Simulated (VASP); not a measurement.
# Zn2SnN (P6/mmm) in VASP: a series of runs

The runs below take Zn2SnN through relaxation of cell and atoms, single point, with PBE.

All numbers are computed with VASP 6.6.1; they aren't measurements. Logs are shortened: lines on timing, memory, paths and dates and some standing lists are left out, and cuts for length are marked.

### Step 1. The cell of the first run

Symmetry: P6/mmm, No. 191, hexagonal system. The conventional cell has a = 4.033 Å, b = 4.033 Å, c = 9.519 Å, α = 90.00°, β = 90.00°, γ = 120.00°. Zn (site symmetry 6mm) has 1 N at 1.74 Å within 2.3 Å. Sn (site symmetry 6/mmm) has 2 Zn at 3.02 Å and 6 Sn at 4.03 Å within 4.1 Å. Within 2.3 Å of N (site symmetry 6/mmm) lie 2 Zn at 1.74 Å.

The cell was built from a structure type or drawn by symmetry, and may not be a known phase.

### Step 2. Relaxation of cell and atoms, PBE

INCAR

```
ALGO = Normal
EDIFF = 1E-6
EDIFFG = -0.04
ENCUT = 600
GGA = PE
IBRION = 2
ISIF = 3
ISMEAR = 0
LASPH = T
LCHARG = F
LREAL = F
LWAVE = F
NELM = 80
NSW = 90
PREC = Accurate
SIGMA = 0.1
```

KPOINTS

```
k-points
0
Gamma
  6 6 2
```

POSCAR

```
Zn2SnN
1.0
    4.0325458100      0.0000000000      0.0000000000
   -2.0162729100      3.4922871200      0.0000000000
    0.0000000000      0.0000000000      9.5191179500
Zn Sn N
2 1 1
Direct
    0.0000000000      0.0000000000      0.8172122500
    0.0000000000      0.0000000000      0.1827877500
    0.0000000000      0.0000000000      0.5000000000
    0.0000000000      0.0000000000      0.0000000000
```

Potentials or basis: VASP PAW PBE potentials, release 64 (Zn, Sn_d, N).

Started as:

```console
cat potpaw_PBE.64/Zn/POTCAR potpaw_PBE.64/Sn_d/POTCAR potpaw_PBE.64/N/POTCAR > POTCAR
mpirun -np 1 vasp_std > vasp.out
```

OUTCAR:

```text
EDIFF = 1E-6
   EDIFFG = -0.04
   ENCUT = 600
   GGA = PE
   IBRION = 2
   ISIF = 3
   ISMEAR = 0
   LASPH = T
   LREAL = F
   NELM = 80
   NSW = 90
   PREC = Accurate

 ion  position               nearest neighbor table
   1  0.000  0.000  0.817-   4 1.74   3 3.02
   2  0.000  0.000  0.183-   4 1.74   3 3.02
   3  0.000  0.000  0.500-   1 3.02   2 3.02
   4  0.000  0.000  0.000-   1 1.74   2 1.74

  LATTYP: Found a hexagonal cell.
 ALAT       =     4.0325458100
 C/A-ratio  =     2.3605727990

  Lattice vectors:

 A1 = (   4.0325458100,   0.0000000000,   0.0000000000)
 A2 = (  -2.0162729100,   3.4922871200,   0.0000000000)
 A3 = (   0.0000000000,   0.0000000000,   9.5191179500)

Analysis of symmetry for initial positions (statically):
=====================================================================
 Subroutine PRICEL returns:
 Original cell was already a primitive cell.

 Routine SETGRP: Setting up the symmetry group for a
 hexagonal supercell.

 Subroutine GETGRP returns: Found 24 space group operations
 (whereof 24 operations were pure point group operations)
 out of a pool of 24 trial point group operations.

The static configuration has the point symmetry D_6h.

Analysis of symmetry for dynamics (positions and initial velocities):
=====================================================================
 Subroutine PRICEL returns:
 Original cell was already a primitive cell.

 Routine SETGRP: Setting up the symmetry group for a
 hexagonal supercell.

 Subroutine GETGRP returns: Found 24 space group operations
 (whereof 24 operations were pure point group operations)
 out of a pool of 24 trial point group operations.

The dynamic configuration has the point symmetry D_6h.

 Subroutine INISYM returns: Found 24 space group operations
 (whereof 24 operations are pure point group operations),
 and found     1 'primitive' translations

----------------------------------------------------------------------------------------

                                     Primitive cell

  volume of cell :     134.0559

  direct lattice vectors                    reciprocal lattice vectors
     4.032545810  0.000000000  0.000000000     0.247982304  0.143172650  0.000000000
    -2.016272910  3.492287120  0.000000000     0.000000000  0.286345299  0.000000000
     0.000000000  0.000000000  9.519117950     0.000000000  0.000000000  0.105051750

  length of vectors
     4.032545810  4.032545818  9.519117950     0.286345300  0.286345299  0.105051750

[... 69 lines left out ...]
   LSORBIT =      F    spin-orbit coupling
   LASPH  =      T    aspherical Exc in radial PAW
   ENCUT  =  600.0 eV  44.10 Ry    6.64 a.u.   8.05  8.05 19.01*2*pi/ulx,y,z
   NELM   =     80;   NELMIN=  2; NELMDL= -5     # of ELM steps
   EDIFF  = 0.1E-05   stopping-criterion for ELM
   LREAL  =      F    real-space projection
   EDIFFG = -.4E-01   stopping-criterion for IOM
   NSW    =     90    number of steps for IOM
   IBRION =      2    ionic relax: 0-MD 1-quasi-New 2-CG
   NFREE  =      1    steps in history (QN), initial steepest desc. (CG)
   ISIF   =      3    stress and relaxation
   ISYM   =      2    0-nonsym 1-usesym 2-fastsym
   POTIM  = 0.5000    time-step for ionic-motion
   TEBEG  =    0.0;   TEEND  =   0.0 temperature during run
   PSTRESS=    0.0 pullay stress
   NELECT =      43.0000    total number of electrons
   NUPDOWN=      -1.0000    fix difference up-down
   EMIN   =  10.00;   EMAX   =-10.00  energy-range for DOS
   EFERMI =   0.00;   METHOD = LEGACY
   ISMEAR =     0;   SIGMA  =   0.10  broadening in eV -4-tet -1-fermi 0-gaus
   EFERMI_NEDOS =   21; number of points for ismear=-14 and -15
   IALGO  =     38    algorithm
   IMIX   =      4    mixing-type and parameters
     AMIX     =   0.40;   BMIX     =  1.00
     AMIX_MAG =   1.60;   BMIX_MAG =  1.00
  volume/ion in A,a.u.               =      33.51       226.16
  Fermi-wavevector in a.u.,A,eV,Ry     =   1.120647  2.117717 17.086885  1.255851
  Thomas-Fermi vector in A             =   2.257295
   LORBIT       =      0    0 simple, 1 ext, 2 COOP (PROOUT), +10 PAW based schemes
   GGA     = PE    functional components
   LHFCALC =     F    Hartree Fock is set to
   AEXX    =    0.0000 exact exchange contribution
   IVDW    =     0    specifies the selected vdW correction
   LEPSILON=     F    determine dielectric tensor
   LRPA    =     F    only Hartree local field effects (RPA)
 conjugate gradient relaxation of ions
 non-spin polarized calculation
 Gauss-broadening in eV      SIGMA  =   0.10
  energy-cutoff  :      600.00
  volume of cell :      134.06
 maximum number of plane-waves:      4492
   NGX = 17   NGY = 17   NGZ = 39

--------------------------------------- Ionic step        1  -------------------------------------------

 number of electron      43.0000011 magnetization

 Free energy of the ion-electron system (eV)
  ---------------------------------------------------
  ext. energy  EPLUGINS =         0.00000000
  ---------------------------------------------------
  free energy    TOTEN  =        -9.54462056 eV

  energy without entropy =       -9.52163076  energy(sigma->0) =       -9.53312566

 E-fermi :  -0.2452     XC(G=0):  -7.5876

 val. band max:       -0.3029786698   @ k =   0.3333   0.0000   0.5000
 cond. band min:      -0.1964310344   @ k =   0.1667   0.0000   0.0000
 fundamental gap:      0.1065476354
 Fermi energy:        -0.2452063503

 k-point     1 :       0.0000    0.0000    0.0000
  band No.  band energies     occupation
      1     -21.4897      2.00000
      2     -21.4897      2.00000
      3     -21.3638      2.00000
      4     -21.3638      2.00000
      5     -21.3480      2.00000
      6     -13.5070      2.00000
[... 488 lines left out ...]
  FREE ENERGIE OF THE ION-ELECTRON SYSTEM (eV)
  ---------------------------------------------------
  free  energy   TOTEN  =       -10.6736701284 eV

  energy  without entropy=      -10.6557561148  energy(sigma->0) =      -10.66471312

[... ionic steps 4 to 10 ...]

--------------------------------------- Ionic step       11  -------------------------------------------

 number of electron      43.0000000 magnetization

------------------------ aborting loop because EDIFF is reached ----------------------------------------
[... 71 lines left out ...]
--------------------------------------- Ionic step       13  -------------------------------------------

 number of electron      42.9999995 magnetization

 Free energy of the ion-electron system (eV)
  ---------------------------------------------------
  ext. energy  EPLUGINS =         0.00000000
  ---------------------------------------------------
  free energy    TOTEN  =       -11.00935359 eV

  energy without entropy =      -10.98888167  energy(sigma->0) =      -10.99911763

 E-fermi :   3.1126     XC(G=0):  -9.8285

 val. band max:        3.1122913281   @ k =   0.5000   0.0000   0.0000
 cond. band min:       3.1556879327   @ k =   0.3333   0.0000   0.0000
 fundamental gap:      0.0433966046
 Fermi energy:         3.1126349204

 k-point     1 :       0.0000    0.0000    0.0000
  band No.  band energies     occupation
      1     -18.6049      2.00000
      2     -18.6049      2.00000
      3     -18.5467      2.00000
      4     -18.3955      2.00000
      5     -18.3955      2.00000
      6     -10.8035      2.00000
[... 412 lines left out ...]
  FREE ENERGIE OF THE ION-ELECTRON SYSTEM (eV)
  ---------------------------------------------------
  free  energy   TOTEN  =       -11.0093535877 eV

  energy  without entropy=      -10.9888816728  energy(sigma->0) =      -10.99911763

 reached required accuracy - stopping structural energy minimisation
```

OSZICAR:

```text
N       E                     dE             d eps       ncg     rms          rms(c)
DAV:   1     0.299813678866E+03    0.29981E+03   -0.21981E+04   700   0.219E+03
DAV:   2     0.270988001056E+02   -0.27271E+03   -0.26938E+03   750   0.450E+02
DAV:   3    -0.125331190469E+02   -0.39632E+02   -0.38706E+02   821   0.159E+02
[... 164 lines left out ...]
DAV:   4    -0.110096903670E+02    0.16050E-02   -0.54752E-03   964   0.708E-01    0.111E-01
DAV:   5    -0.110093672883E+02    0.32308E-03   -0.73039E-04   919   0.307E-01    0.221E-02
DAV:   6    -0.110093550249E+02    0.12263E-04   -0.84412E-05   759   0.895E-02    0.928E-03
DAV:   7    -0.110093532422E+02    0.17827E-05   -0.96631E-06   788   0.340E-02    0.440E-03
DAV:   8    -0.110093535877E+02   -0.34548E-06   -0.84651E-07   350   0.139E-02
  13 F= -.11009354E+02 E0= -.10999118E+02  d E =-.214273E-02
```

It took 5.1 min on 1 thread of AMD EPYC 9R45 (Zen 5), shared host; peak memory 0.3 GiB.

Results:

| Quantity | Value |
| --- | --- |
| Free energy | -11.0094 eV |
| Relaxed volume | 20.40 Å³/atom |
| Relaxed cell | a = 3.270 Å, b = 3.270 Å, c = 8.812 Å, α = 90.00°, β = 90.00°, γ = 120.00° |
| Space group after relaxing (to 0.1 Å) | P6/mmm (No. 191) |
| Energy gained by relaxing | 366.2 meV/atom |
| Ionic steps | 13 |
| Pressure after relaxing | 0.2 GPa |
| Largest force after relaxing | 0.039 eV/Å |
| Band gap on the k mesh | zero (an odd number of electrons rules out a gap without spin polarisation) |

Forces on the atoms (eV/Å):
```
Zn   0.000  0.000  0.039
Zn   0.000  0.000 -0.039
Sn   0.000  0.000  0.000
N    0.000  0.000  0.000
```

Stress tensor (GPa, compression positive):
```
0.15 0.00 0.00
0.00 0.15 0.00
0.00 0.00 0.30
```

Step by step:
| step | energy change (eV) | largest force (eV/Å) | pressure (GPa) | volume (Å³) |
| --- | --- | --- | --- | --- |
| 1 | 0.0000 | 1.9414 | -3.94 | 134.06 |
| 2 | -0.6871 | 1.3620 | -3.76 | 118.70 |
| 3 | -1.1290 | 0.2660 | 1.21 | 97.05 |
| 4 | -1.1454 | 0.3509 | -0.77 | 101.86 |
| 5 | -1.1518 | 0.1568 | -0.15 | 100.15 |
| 6 | -1.2324 | 1.3418 | -3.52 | 95.81 |
| 7 | -1.2394 | 1.0489 | -2.79 | 96.95 |
| 8 | -1.3577 | 0.8785 | -2.38 | 91.21 |
| 9 | -1.4452 | 0.6097 | -1.31 | 83.90 |
| 10 | -1.4515 | 0.4711 | -0.83 | 81.31 |
| 11 | -1.4546 | 0.1750 | 1.56 | 81.00 |
| 12 | -1.4626 | 0.1374 | 0.41 | 81.14 |
| 13 | -1.4647 | 0.0393 | 0.20 | 81.59 |

Final structure:
```
Zn Sn N
1.0
     3.26973    0.00000    0.00000
    -1.63487    2.83167    0.00000
     0.00000    0.00000    8.81207
Zn Sn N
2 1 1
Direct
  0.00000 0.00000 0.79580
  0.00000 0.00000 0.20420
  0.00000 0.00000 0.50000
  0.00000 0.00000 0.00000
```

Caveat: the volume moved by over 15 % at a fixed basis, so the end points are rough; spin-orbit coupling is left out, which moves the levels of the heavy elements.

### Step 3. Single point, PBE

This run uses another cell than the first one, of 21.23 Å³/atom.

INCAR

```
  PREC = Accurate
  ENCUT = 520
  EDIFF = 1E-7
  ISMEAR = 0
  SIGMA = 0.1
  LREAL = False
  LASPH = True
  NELM = 60
  ALGO = Normal
  ISIF = 2
  LWAVE = False
  LCHARG = True
  GGA = PE
  LELF = True
  LVHAR = True
  NBANDS = 30
```

KPOINTS

```
Automatic mesh
0
Gamma
  18 18 6
```

POSCAR

```
Zn2SnN
1.0
    3.3513917622      0.0000000000      0.0000000000
   -1.6756958811      2.9023904041      0.0000000000
    0.0000000000      0.0000000000      8.7291317505
Zn Sn N
2 1 1
Direct
    0.0000000000      0.0000000000      0.7954141475
    0.0000000000      0.0000000000      0.2045858525
    0.0000000000      0.0000000000      0.5000000000
    0.0000000000      0.0000000000      0.0000000000
```

Potentials or basis: VASP PAW PBE potentials, release 64 (Zn, Sn_d, N).

Started as:

```console
cat potpaw_PBE.64/Zn/POTCAR potpaw_PBE.64/Sn_d/POTCAR potpaw_PBE.64/N/POTCAR > POTCAR
mpirun -np 1 vasp_std > vasp.out
```

It took 4 min on 1 thread of AMD EPYC 9R45 (Zen 5), shared host; peak memory 0.45 GiB.

The run converged. Its results:

- Free energy: -10.8888 eV
- Pressure: 0.3 GPa
- Largest force: 0.116 eV/Å
- Band gap on the k mesh: zero (an odd number of electrons rules out a gap without spin polarisation)

Forces in eV/Å, atoms in the order of the input:
```
Zn   0.000  0.000 -0.116
Zn   0.000  0.000  0.116
Sn   0.000  0.000  0.000
N    0.000  0.000  0.000
```

Stress tensor (GPa, compression positive):
```
-0.05  0.00  0.00
 0.00 -0.05  0.00
 0.00  0.00  1.07
```

Levels at points of the mesh, in eV from the Fermi level:
```tsv
k point	band 19	band 20	band 21	band 22	band 23	band 24	band 25	band 26
(0.00, 0.00, 0.00)	-3.07	-1.75	0.34	0.34	4.72	6.61	6.83	6.83
(0.50, 0.00, 0.00)	-3.47	-1.96	-1.42	-0.14	0.22	1.96	3.20	3.69
(0.00, 0.00, 0.50)	-5.26	0.35	0.35	0.70	2.39	6.74	6.74	9.05
(0.50, 0.00, 0.50)	-3.22	-2.48	-2.24	-0.12	1.60	1.72	3.41	3.59
```

Caveat: spin-orbit coupling is left out, which moves the levels of the heavy elements.
